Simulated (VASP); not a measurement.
Write the native input for VASP 6.6.1 that does the following.

```
Task                   : single point
Functional             : PBE
Potentials or basis    : VASP PAW PBE potentials, release 64 (Hf_pv, C)
Cutoff                 : 520 eV
k mesh                 : 16 × 16 × 16
Occupations            : gaussian, width 0.1 eV
Spin                   : no spin polarisation
Dipole correction      : no
Further INCAR settings : ALGO = Normal; EDIFF = 1e-07; NBANDS = 14
```

The structure of HfC lies in POSCAR:

```
HfC
1.0
    0.0000000000      2.3250000000      2.3250000000
    2.3250000000      0.0000000000      2.3250000000
    2.3250000000      2.3250000000      0.0000000000
Hf C
1 1
Direct
    0.5000000000      0.5000000000      0.5000000000
    0.0000000000      0.0000000000      0.0000000000
```

These files were run (other wordings do the same):

INCAR

```
SYSTEM = HfC
  PREC = Accurate
  ENCUT = 520
  EDIFF = 1E-7
  ISMEAR = 0
  SIGMA = 0.1
  LREAL = .FALSE.
  LASPH = .TRUE.
  NELM = 60
  ALGO = Normal
  ISIF = 2
  LWAVE = .FALSE.
  LCHARG = .TRUE.
  GGA = PE
  LELF = .TRUE.
  LVHAR = .TRUE.
  NBANDS = 14
```

KPOINTS

```
Automatic mesh
0
G
  16 16 16
  0 0 0
```

Potentials or basis: VASP PAW PBE potentials, release 64 (Hf_pv, C).

The run is started by

```sh
$ cat potpaw_PBE.64/Hf_pv/POTCAR potpaw_PBE.64/C/POTCAR > POTCAR
$ mpirun -np 1 vasp_std > vasp.out
```

It gave:

| Item | Value |
| --- | --- |
| Pressure | -0.4 GPa |
| Band gap on the k mesh | zero (band 7 reaches 6.95 eV, above the bottom of band 8 at 5.53 eV) |

Caveat: spin-orbit coupling is left out, which moves the levels of the heavy elements.

It took 38 s on 1 thread of Intel(R) Xeon(R) Platinum 8259CL CPU @ 2.50GHz (Skylake/Cascade Lake), with other jobs on the host, peak memory 0.18 GiB.
